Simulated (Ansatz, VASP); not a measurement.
## Li2O in VASP and in Ansatz

```
Li O
1.0
    -0.01145    2.28421    2.28421
     2.28421   -0.01145    2.28421
     2.28421    2.28421   -0.01145
Li O
2 1
Cartesian
  1.1392 1.1392 1.1392
  3.4177 3.4177 3.4177
  0.0000 0.0000 0.0000
```

Change from the starting cell: equal xy, yz and zx engineering shears of -0.5 %, PAW files.

Alike in both runs: functional PBEsol; k mesh 8 × 8 × 8; no spin polarisation.

Ansatz relaxed the structure, and its values are those at the end. VASP's run is a single point on that final structure, the one shown.

|  | VASP | Ansatz |
| --- | --- | --- |
| version | VASP 6.6.1 | Ansatz 0.2.0 |
| potentials or method | VASP PAW PBE potentials, release 64 (Li_sv, O) | PAW with Ansatz's default frozen-core files, scalar-relativistic |
| plane-wave cutoff (eV) | 750 | 420 |
| occupations | gaussian, width 0.01 eV | fixed |
| valence electrons in the cell | 12 | 12 |

```tsv
	VASP	Ansatz	Ansatz less VASP
gap on the k mesh at the Fermi level (eV)	4.86	4.87	+0.008
pressure (GPa)	0.1	0.0	-0.11
```

VASP's potentials were made for PBE, not for PBEsol.
